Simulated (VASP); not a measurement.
# Si in VASP: single point with PBE

Aim: the single point of Si with PBE.

All numbers are computed with VASP 6.6.1; they aren't measurements. Logs are shortened: lines on timing, memory, paths and dates and some standing lists are left out, and cuts for length are marked.

## 1. The cell of the first run

The cell holds a slab with vacuum, 6 atoms: a = 3.868 Å, b = 3.868 Å, c = 29.072 Å, α = 90.00°, β = 90.00°, γ = 120.00°.

## 2. Single point, PBE

INCAR reads:

```
  PREC = Accurate
  ENCUT = 520
  EDIFF = 1E-6
  ISMEAR = 0
  SIGMA = 0.1
  LREAL = False
  LASPH = True
  NELM = 60
  ALGO = Normal
  ISIF = 2
  LWAVE = False
  LCHARG = True
  LDIPOL = True
  IDIPOL = 3
  DIPOL = 0.5 0.5 0.380
  GGA = PE
  LELF = True
  LVHAR = True
  LVACPOTAV = True
  NBANDS = 21
```

KPOINTS reads:

```
Automatic mesh
0
Gamma
  9 9 1
```

POSCAR reads:

```
Si
1.0
    3.8677060746      0.0000000000      0.0000000000
   -1.9338530373      3.3495317150      0.0000000000
    0.0000000000      0.0000000000     29.0717730749
Si
6
Direct
    0.3330563502      0.6669436498      0.2615182288
   -0.0002777149      0.0002777149      0.2838317563
   -0.0003047578      0.0003047578      0.3663823484
    0.6663609992      0.3336390008      0.3930839455
    0.6663414772      0.3336585228      0.4749240619
    0.3330067130      0.6669932870      0.5017470841
```

Potentials or basis: VASP PAW PBE potentials, release 64 (Si).

Command:

```bash
$ cat potpaw_PBE.64/Si/POTCAR > POTCAR
$ mpirun -np 1 vasp_std > vasp.out
```

OUTCAR:

```text
PREC = Accurate
   ENCUT = 520
   EDIFF = 1E-6
   ISMEAR = 0
   LREAL = False
   LASPH = True
   NELM = 60
   ISIF = 2
   GGA = PE

 ion  position               nearest neighbor table
   1  0.333  0.667  0.262-   2 2.33   2 2.33   2 2.33
   2  1.000  0.000  0.284-   1 2.33   1 2.33   1 2.33   3 2.40
   3  1.000  0.000  0.366-   4 2.36   4 2.36   4 2.36   2 2.40
   4  0.666  0.334  0.393-   3 2.36   3 2.36   3 2.36   5 2.38
   5  0.666  0.334  0.475-   6 2.37   6 2.37   6 2.37   4 2.38
   6  0.333  0.667  0.502-   5 2.37   5 2.37   5 2.37

  LATTYP: Found a hexagonal cell.
 ALAT       =     3.8677060746
 C/A-ratio  =     7.5165414626

  Lattice vectors:

 A1 = (   3.8677060746,   0.0000000000,   0.0000000000)
 A2 = (  -1.9338530373,   3.3495317150,   0.0000000000)
 A3 = (   0.0000000000,   0.0000000000,  29.0717730749)

Analysis of symmetry for initial positions (statically):
=====================================================================
 Subroutine PRICEL returns:
 Original cell was already a primitive cell.

 Routine SETGRP: Setting up the symmetry group for a
 hexagonal supercell.

 Subroutine GETGRP returns: Found  2 space group operations
 (whereof  2 operations were pure point group operations)
 out of a pool of 24 trial point group operations.

The static configuration has the point symmetry C_1h.

Analysis of symmetry for dynamics (positions and initial velocities):
=====================================================================
 Subroutine PRICEL returns:
 Original cell was already a primitive cell.

 Routine SETGRP: Setting up the symmetry group for a
 hexagonal supercell.

 Subroutine GETGRP returns: Found  2 space group operations
 (whereof  2 operations were pure point group operations)
 out of a pool of 24 trial point group operations.

The dynamic configuration has the point symmetry C_1h.

 Subroutine INISYM returns: Found  2 space group operations
 (whereof  2 operations are pure point group operations),
 and found     1 'primitive' translations

----------------------------------------------------------------------------------------

                                     Primitive cell

  volume of cell :     376.6249

  direct lattice vectors                    reciprocal lattice vectors
     3.867706075  0.000000000  0.000000000     0.258551188  0.149274598  0.000000000
    -1.933853037  3.349531715  0.000000000     0.000000000  0.298549196  0.000000000
[... 96 lines left out ...]
   IBRION =     -1    ionic relax: 0-MD 1-quasi-New 2-CG
   NFREE  =      0    steps in history (QN), initial steepest desc. (CG)
   ISIF   =      2    stress and relaxation
   ISYM   =      2    0-nonsym 1-usesym 2-fastsym
   POTIM  = 0.5000    time-step for ionic-motion
   TEBEG  =    0.0;   TEEND  =   0.0 temperature during run
   PSTRESS=    0.0 pullay stress
   NELECT =      24.0000    total number of electrons
   NUPDOWN=      -1.0000    fix difference up-down
   EMIN   =  10.00;   EMAX   =-10.00  energy-range for DOS
   EFERMI =   0.00;   METHOD = LEGACY
   ISMEAR =     0;   SIGMA  =   0.10  broadening in eV -4-tet -1-fermi 0-gaus
   EFERMI_NEDOS =   21; number of points for ismear=-14 and -15
   IALGO  =     38    algorithm
   IMIX   =      4    mixing-type and parameters
     AMIX     =   0.40;   BMIX     =  1.00
     AMIX_MAG =   1.60;   BMIX_MAG =  1.00
  volume/ion in A,a.u.               =      62.77       423.60
  Fermi-wavevector in a.u.,A,eV,Ry     =   0.653896  1.235685  5.817584  0.427580
  Thomas-Fermi vector in A             =   1.724282
   LORBIT       =      0    0 simple, 1 ext, 2 COOP (PROOUT), +10 PAW based schemes
   GGA     = PE    functional components
   LHFCALC =     F    Hartree Fock is set to
   AEXX    =    0.0000 exact exchange contribution
   IVDW    =     0    specifies the selected vdW correction
   LEPSILON=     F    determine dielectric tensor
   LRPA    =     F    only Hartree local field effects (RPA)
 non-spin polarized calculation
 Gauss-broadening in eV      SIGMA  =   0.10
  energy-cutoff  :      520.00
  volume of cell :      376.62
 maximum number of plane-waves:     10209
 NGX is ok and might be reduce to    30
   NGX = 15   NGY = 15   NGZ =109

 dipolmoment           0.000000      0.000000     -0.002848 electrons x Angstroem

 number of electron      24.0000002 magnetization

 dipolmoment           0.000000      0.000000      0.010914 electrons x Angstroem

 Free energy of the ion-electron system (eV)
  ---------------------------------------------------
  ext. energy  EPLUGINS =         0.00000000
  ---------------------------------------------------
  free energy    TOTEN  =       -30.13465863 eV

  energy without entropy =      -30.11183164  energy(sigma->0) =      -30.12324514

 E-fermi :  -1.4195     XC(G=0):  -3.5739

 val. band max:       -1.4273525670   @ k =   0.4444   0.4444   0.0000
 cond. band min:      -1.4035623417   @ k =  -0.2222   0.4444   0.0000
 fundamental gap:      0.0237902254
 Fermi energy:        -1.4195474917

 k-point     1 :       0.0000    0.0000    0.0000
  band No.  band energies     occupation
      1     -13.0446      2.00000
      2     -12.2656      2.00000
      3     -11.3253      2.00000
      4      -7.2327      2.00000
      5      -4.9722      2.00000
      6      -2.5806      2.00000
[... 565 lines left out ...]
     20       3.5563      0.00000
     21       4.2204      0.00000

 [... further k-points ...]
[... 5 lines left out ...]
  --------------------------------------------------------------------------------------
  -------------------------------------------------------------------------------------
  Total       -0.4028938     -0.4026355      0.6697369      0.0002237     -0.0001917      0.0003320
  in kB       -1.7139260     -1.7128272      2.8490871      0.0009516     -0.0008155      0.0014124
  external PRESSURE =      -0.1925554 kB  Pullay stress =       0.0000000 kB

 VOLUME and BASIS-vectors are now :
 -----------------------------------------------------------------------------
  energy-cutoff  :      520.00
  volume of cell :      376.62
      direct lattice vectors                 reciprocal lattice vectors
     3.867706075  0.000000000  0.000000000     0.258551188  0.149274598  0.000000000
    -1.933853037  3.349531715  0.000000000     0.000000000  0.298549196  0.000000000
     0.000000000  0.000000000 29.071773075     0.000000000  0.000000000  0.034397627

 POSITION                                       TOTAL-FORCE (eV/Angst)
 -----------------------------------------------------------------------------------
     -0.00161      2.23395      7.60280        -0.000060      0.000035     -0.125930
      3.86609      0.00093      8.25149         0.000017     -0.000010     -0.061665
      3.86594      0.00102     10.65138        -0.000039      0.000022      0.215446
      1.93208      1.11753     11.42765         0.000052     -0.000030     -0.246572
      1.93197      1.11760     13.80688        -0.000069      0.000040      0.666691
     -0.00189      2.23412     14.58668         0.000099     -0.000057     -0.447970
 -----------------------------------------------------------------------------------
    total drift:                                0.000051     -0.000029      0.000017

  FREE ENERGIE OF THE ION-ELECTRON SYSTEM (eV)
  ---------------------------------------------------
  free  energy   TOTEN  =       -30.1346586301 eV

  energy  without entropy=      -30.1118316401  energy(sigma->0) =      -30.12324514

 vacuum level on the upper side and lower side of the slab         3.475         3.322
```

stdout:

```text
POSCAR found type information on POSCAR Si
 POSCAR found :  1 types and       6 ions
 scaLAPACK will be used
 LDA part: xc-table for (Slater+PW92), standard interpolation
 POSCAR, INCAR and KPOINTS ok, starting setup
 FFT: planning ... GRIDC
 FFT: planning ... GRID_SOFT
 FFT: planning ... GRID
 WAVECAR not read
 entering main loop
 -----------------------------------------------------------------------------
|                                                                             |
|           W    W    AA    RRRRR   N    N  II  N    N   GGGG   !!!           |
|           W    W   A  A   R    R  NN   N  II  NN   N  G    G  !!!           |
|           W    W  A    A  R    R  N N  N  II  N N  N  G       !!!           |
|           W WW W  AAAAAA  RRRRR   N  N N  II  N  N N  G  GGG   !            |
|           WW  WW  A    A  R   R   N   NN  II  N   NN  G    G                |
|           W    W  A    A  R    R  N    N  II  N    N   GGGG   !!!           |
|                                                                             |
|     Did not find any points to average over, which means that no vacuum     |
|     field-free region was found. Please increase the size of  your cell     |
|     in the dimension of the dipole correction to obtain accurate            |
|     workfunction values.                                                    |
|                                                                             |
 -----------------------------------------------------------------------------
```

Wall time 3.6 min (1 thread of AMD EPYC 9R45 (Zen 5), shared host); peak memory 0.47 GiB.

What came out:

```yaml
Free_energy: -30.1347 eV
Largest_force: 0.667 eV/Å
Band_gap_on_the_k_mesh: zero (band 12 reaches -1.40 eV, above the bottom of band 13 at -1.43 eV)
```

Forces on the atoms (eV/Å):
```
Si   0.000  0.000 -0.126
Si   0.000  0.000 -0.062
Si   0.000  0.000  0.215
Si   0.000  0.000 -0.247
Si   0.000  0.000  0.667
Si   0.000  0.000 -0.448
```

Levels at points of the mesh, in eV from the Fermi level:
| k point | band 10 | band 11 | band 12 | band 13 | band 14 | band 15 |
| --- | --- | --- | --- | --- | --- | --- |
| (0.00, 0.00, 0.00) | -0.59 | -0.18 | -0.18 | 0.93 | 1.58 | 2.36 |
